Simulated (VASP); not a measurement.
# Cd3TeSe2 in VASP: a series of runs, part 2 of 2

VASP 6.6.1. Earlier steps stand in the parts before.

### Step 4. Relaxation of cell and atoms, PBE

The input, INCAR:

```
SYSTEM = Cd3TeSe2
PREC     = Accurate       ! precision mode
ENCUT    = 600            ! plane-wave cutoff, eV
EDIFF    = 1E-6           ! SCF threshold, eV
ISMEAR   = 0              ! smearing method
SIGMA    = 0.1            ! smearing width, eV
LREAL    = .FALSE.        ! projectors in reciprocal space
LASPH    = .TRUE.         ! aspherical terms in the spheres
NELM     = 60             ! most SCF steps
ALGO     = Normal         ! electronic algorithm
ISIF     = 3              ! what is computed and relaxed
LWAVE    = .FALSE.        ! write WAVECAR
LCHARG   = .FALSE.        ! write CHGCAR
GGA      = PE             ! functional
IBRION   = 2              ! ionic algorithm
NSW      = 100            ! ionic steps
EDIFFG   = -0.01          ! ionic threshold
```

The input, KPOINTS:

```
Automatic mesh
0
G
  6 6 10
  0 0 0
```

The input, POSCAR:

```
Cd3TeSe2
1.0
    7.0037328727      0.0000000000      0.0000000000
   -3.5018664363      6.0654105891      0.0000000000
    0.0000000000      0.0000000000      3.8526387289
Cd Te Se
3 1 2
Direct
    0.5000000000      0.5000000000      0.5000000000
    0.5000000000      0.0000000000      0.5000000000
    0.0000000000      0.5000000000      0.5000000000
    0.0000000000      0.0000000000      0.5000000000
    0.6666666667      0.3333333333      0.0000000000
    0.3333333333      0.6666666667      0.0000000000
```

Potentials or basis: VASP PAW PBE potentials, release 64 (Cd, Te, Se).

Run with:

```sh
> cat potpaw_PBE.64/Cd/POTCAR potpaw_PBE.64/Te/POTCAR potpaw_PBE.64/Se/POTCAR > POTCAR
> mpirun -np 1 vasp_std > vasp.out
```

OUTCAR:

```text
SYSTEM = Cd3TeSe2
   PREC = Accurate
   ENCUT = 600
   EDIFF = 1E-6
   ISMEAR = 0
   LREAL = .FALSE.
   LASPH = .TRUE.
   NELM = 60
   ISIF = 3
   GGA = PE
   IBRION = 2
   NSW = 100
   EDIFFG = -0.01

 ion  position               nearest neighbor table
   1  0.500  0.500  0.500-   5 2.79   6 2.79   5 2.79   6 2.79   2 3.50   2 3.50   3 3.50   3 3.50
                             4 3.50   4 3.50
   2  0.500  0.000  0.500-   5 2.79   6 2.79   5 2.79   6 2.79   1 3.50   1 3.50   4 3.50   4 3.50
                             3 3.50   3 3.50
   3  0.000  0.500  0.500-   5 2.79   6 2.79   5 2.79   6 2.79   4 3.50   4 3.50   1 3.50   1 3.50
                             2 3.50   2 3.50
   4  0.000  0.000  0.500-   3 3.50   3 3.50   2 3.50   2 3.50   1 3.50   1 3.50
   5  0.667  0.333  0.000-   2 2.79   2 2.79   3 2.79   3 2.79   1 2.79   1 2.79
   6  0.333  0.667  0.000-   2 2.79   2 2.79   3 2.79   3 2.79   1 2.79   1 2.79

  LATTYP: Found a hexagonal cell.
 ALAT       =     7.0037328727
 C/A-ratio  =     0.5500836195

  Lattice vectors:

 A1 = (   7.0037328727,   0.0000000000,   0.0000000000)
 A2 = (  -3.5018664363,   6.0654105891,   0.0000000000)
 A3 = (   0.0000000000,   0.0000000000,   3.8526387289)

Analysis of symmetry for initial positions (statically):
=====================================================================
 Subroutine PRICEL returns:
 Original cell was already a primitive cell.

 Routine SETGRP: Setting up the symmetry group for a
 hexagonal supercell.

 Subroutine GETGRP returns: Found 24 space group operations
 (whereof 24 operations were pure point group operations)
 out of a pool of 24 trial point group operations.

The static configuration has the point symmetry D_6h.

Analysis of symmetry for dynamics (positions and initial velocities):
=====================================================================
 Subroutine PRICEL returns:
 Original cell was already a primitive cell.

 Routine SETGRP: Setting up the symmetry group for a
 hexagonal supercell.

 Subroutine GETGRP returns: Found 24 space group operations
 (whereof 24 operations were pure point group operations)
 out of a pool of 24 trial point group operations.

The dynamic configuration has the point symmetry D_6h.

 Subroutine INISYM returns: Found 24 space group operations
 (whereof 24 operations are pure point group operations),
 and found     1 'primitive' translations

----------------------------------------------------------------------------------------

                                     Primitive cell

  volume of cell :     163.6621

  direct lattice vectors                    reciprocal lattice vectors
     7.003732873  0.000000000  0.000000000     0.142781002  0.082434650  0.000000000
    -3.501866436  6.065410589  0.000000000     0.000000000  0.164869300  0.000000000
     0.000000000  0.000000000  3.852638729     0.000000000  0.000000000  0.259562360

  length of vectors
     7.003732873  7.003732873  3.852638729     0.164869300  0.164869300  0.259562360

  position of ions in fractional coordinates (direct lattice)
     0.500000000  0.500000000  0.500000000
     0.500000000  0.000000000  0.500000000
     1.000000000  0.500000000  0.500000000
[... 63 lines left out ...]
  0.166667 -0.000000  0.300000     12.000000
  0.333333  0.000000  0.300000     12.000000
 [... further k-points ...]
   k-points           NKPTS =     42   k-points in BZ     NKDIM =     42   number of bands    NBANDS=     32
   number of dos      NEDOS =    301   number of ions     NIONS =      6
   total plane-waves  NPLWV = 100352
   dimension x,y,z NGX =    56 NGY =   56 NGZ =   32
   dimension x,y,z NGXF=   112 NGYF=  112 NGZF=   64
   ions per type =               3   1   2
   NGX,Y,Z   is equivalent  to a cutoff of  13.29, 13.29, 13.81 a.u.
   NGXF,Y,Z  is equivalent  to a cutoff of  26.59, 26.59, 27.62 a.u.
 SYSTEM =  Cd3TeSe2
   PREC   = accura    normal or accurate (medium, high low for compatibility)
   ISTART =      0    job   : 0-new  1-cont  2-samecut
   ICHARG =      2    charge: 1-file 2-atom 10-const
   ISPIN  =      1    spin polarized calculation?
   LNONCOLLINEAR =      F non collinear calculations
   LSORBIT =      F    spin-orbit coupling
   LASPH  =      T    aspherical Exc in radial PAW
   ENCUT  =  600.0 eV  44.10 Ry    6.64 a.u.  13.99 13.99  7.69*2*pi/ulx,y,z
   NELM   =     60;   NELMIN=  2; NELMDL= -5     # of ELM steps
   EDIFF  = 0.1E-05   stopping-criterion for ELM
   LREAL  =      F    real-space projection
   EDIFFG = -.1E-01   stopping-criterion for IOM
   NSW    =    100    number of steps for IOM
   IBRION =      2    ionic relax: 0-MD 1-quasi-New 2-CG
   NFREE  =      1    steps in history (QN), initial steepest desc. (CG)
   ISIF   =      3    stress and relaxation
   ISYM   =      2    0-nonsym 1-usesym 2-fastsym
   POTIM  = 0.5000    time-step for ionic-motion
   TEBEG  =    0.0;   TEEND  =   0.0 temperature during run
   PSTRESS=    0.0 pullay stress
   NELECT =      54.0000    total number of electrons
   NUPDOWN=      -1.0000    fix difference up-down
   EMIN   =  10.00;   EMAX   =-10.00  energy-range for DOS
   EFERMI =   0.00;   METHOD = LEGACY
   ISMEAR =     0;   SIGMA  =   0.10  broadening in eV -4-tet -1-fermi 0-gaus
   EFERMI_NEDOS =   21; number of points for ismear=-14 and -15
   IALGO  =     38    algorithm
   IMIX   =      4    mixing-type and parameters
     AMIX     =   0.40;   BMIX     =  1.00
     AMIX_MAG =   1.60;   BMIX_MAG =  1.00
  volume/ion in A,a.u.               =      27.28       184.07
  Fermi-wavevector in a.u.,A,eV,Ry     =   1.131245  2.137743 17.411588  1.279716
  Thomas-Fermi vector in A             =   2.267944
   LORBIT       =      0    0 simple, 1 ext, 2 COOP (PROOUT), +10 PAW based schemes
   GGA     = PE    functional components
   LHFCALC =     F    Hartree Fock is set to
   AEXX    =    0.0000 exact exchange contribution
   IVDW    =     0    specifies the selected vdW correction
   LEPSILON=     F    determine dielectric tensor
   LRPA    =     F    only Hartree local field effects (RPA)
 conjugate gradient relaxation of ions
 non-spin polarized calculation
 Gauss-broadening in eV      SIGMA  =   0.10
  energy-cutoff  :      600.00
  volume of cell :      163.66
 maximum number of plane-waves:      5496
 NGX is ok and might be reduce to    56
   NGX = 27   NGY = 27   NGZ = 15

--------------------------------------- Ionic step        1  -------------------------------------------

 number of electron      53.9999978 magnetization

 Free energy of the ion-electron system (eV)
  ---------------------------------------------------
  ext. energy  EPLUGINS =         0.00000000
  ---------------------------------------------------
  free energy    TOTEN  =       -13.69278895 eV

  energy without entropy =      -13.68817627  energy(sigma->0) =      -13.69048261

------------------------ aborting loop because EDIFF is reached ----------------------------------------

  FORCE on cell =-STRESS in cart. coord.  units (eV):
  Direction    XX          YY          ZZ          XY          YZ          ZX
  --------------------------------------------------------------------------------------
  -------------------------------------------------------------------------------------
  Total        0.7449384      0.7449384      0.2503865      0.0000000      0.0000000      0.0000000
  in kB        7.2926078      7.2926078      2.4511700      0.0000000      0.0000000      0.0000000
  external PRESSURE =       5.6787952 kB  Pullay stress =       0.0000000 kB
[... 147 lines left out ...]
--------------------------------------- Ionic step        5  -------------------------------------------

 number of electron      53.9999987 magnetization

 Free energy of the ion-electron system (eV)
  ---------------------------------------------------
  ext. energy  EPLUGINS =         0.00000000
  ---------------------------------------------------
  free energy    TOTEN  =       -13.69865819 eV

  energy without entropy =      -13.69398945  energy(sigma->0) =      -13.69632382

 E-fermi :   2.8507     XC(G=0):  -9.4189

 val. band max:        2.8423580247   @ k =   0.1667   0.1667   0.4000
 cond. band min:       2.9447954843   @ k =   0.3333   0.0000   0.5000
 fundamental gap:      0.1024374596
 Fermi energy:         2.8507467380

 k-point     1 :       0.0000    0.0000    0.0000
  band No.  band energies     occupation
      1     -11.0685      2.00000
      2     -10.3778      2.00000
      3      -7.6442      2.00000
      4      -6.3514      2.00000
      5      -6.1771      2.00000
      6      -6.1045      2.00000
[... 829 lines left out ...]
     31       6.0035      0.00000
     32       6.8909      0.00000

 [... further k-points ...]

------------------------ aborting loop because EDIFF is reached ----------------------------------------

  FORCE on cell =-STRESS in cart. coord.  units (eV):
  Direction    XX          YY          ZZ          XY          YZ          ZX
  --------------------------------------------------------------------------------------
  -------------------------------------------------------------------------------------
  Total        0.0017337      0.0017337      0.0073222      0.0000000      0.0000000     -0.0000000
  in kB        0.0167392      0.0167392      0.0706958      0.0000000      0.0000000     -0.0000000
  external PRESSURE =       0.0347247 kB  Pullay stress =       0.0000000 kB
[... 21 lines left out ...]
  FREE ENERGIE OF THE ION-ELECTRON SYSTEM (eV)
  ---------------------------------------------------
  free  energy   TOTEN  =       -13.6986581927 eV

  energy  without entropy=      -13.6939894502  energy(sigma->0) =      -13.69632382

 reached required accuracy - stopping structural energy minimisation
```

Wall time 18 min (1 thread of Intel Xeon 8259CL, shared host); peak memory 0.5 GiB.

Results:

* Free energy: -13.6987 eV
* Relaxed volume: 27.66 Å³/atom
* Relaxed cell: a = 7.064 Å, b = 7.064 Å, c = 3.840 Å, α = 90.00°, β = 90.00°, γ = 120.00°
* Space group after relaxing (to 0.1 Å): P6/mmm (No. 191)
* Energy gained by relaxing: 1.0 meV/atom
* Ionic steps: 5
* Pressure after relaxing: 0.0 GPa
* Band gap on the k mesh: zero (bands 27 and 28 overlap by 1.78 eV)

The path:
```csv
step,energy change (eV),largest force (eV/Å),pressure (GPa),volume (Å³)
1,0.0000,0.0000,0.57,163.66
2,-0.0047,0.0000,-0.07,165.96
3,-0.0047,0.0000,-0.08,166.00
4,-0.0056,0.0000,-0.04,165.97
5,-0.0059,0.0000,0.00,165.94
```

Final structure:
```xyz
6
Lattice="7.0638 0.0000 0.0000 -3.5319 6.1175 0.0000 0.0000 0.0000 3.8401" Properties=species:S:1:pos:R:3 pbc="T T T"
Cd    1.7660    3.0587    1.9201
Cd    0.0000    6.1175    1.9201
Cd   -1.7660    3.0587    1.9201
Te   -3.5319    6.1175    1.9201
Se    3.5319    2.0392    0.0000
Se    0.0000    4.0783    3.8401
```

Levels at points of the mesh, in eV from the Fermi level:
```tsv
k point	band 23	band 24	band 25	band 26	band 27	band 28	band 29	band 30	band 31	band 32
(0.00, 0.00, 0.00)	-2.61	-1.43	-1.32	-1.32	-0.73	0.89	2.44	3.49	3.49	5.16
(0.50, 0.00, 0.00)	-2.03	-1.60	-1.48	-1.43	0.39	0.86	1.23	2.75	2.93	3.64
(0.00, 0.00, 0.50)	-2.44	-1.86	-1.86	-1.34	-1.34	-0.98	-0.98	3.62	3.71	3.87
(0.50, 0.00, 0.50)	-2.43	-2.16	-1.98	-1.22	-0.94	-0.12	0.48	2.54	3.16	3.62
```

Caveat: spin-orbit coupling is left out, which moves the levels of the heavy elements.

### Step 5. The runs side by side

```csv
task,cell,k mesh,cutoff (eV),gap on the mesh (eV),pressure (GPa)
single point,"a = 7.004, b = 7.004, c = 3.853 Å, angles 90.0, 90.0, 120.0°, 6 atoms, atomic positions A",3 × 3 × 4,520,none,0.5
single point,"a = 7.055, b = 7.055, c = 3.832 Å, angles 90.0, 90.0, 120.0°, 6 atoms, atomic positions B",6 × 6 × 10,520,none,0.3
relaxation of cell and atoms,"relaxed from a = 7.004, b = 7.004, c = 3.853 Å, angles 90.0, 90.0, 120.0°, 6 atoms, atomic positions B",6 × 6 × 10,600,none,0.0
```

Alike in all rows: level PBE; potentials or basis VASP PAW PBE potentials, release 64 (Cd, Te, Se); no spin polarisation; smearing gaussian 0.1 eV.

Caveats: some runs use coarse meshes; spin-orbit coupling is left out, which moves the levels of the heavy elements.

Total energies depend on the potentials used, so only differences within one code and one set of settings carry meaning.

The gap in the log of VASP goes by the Fermi energy; the results here count the filled bands.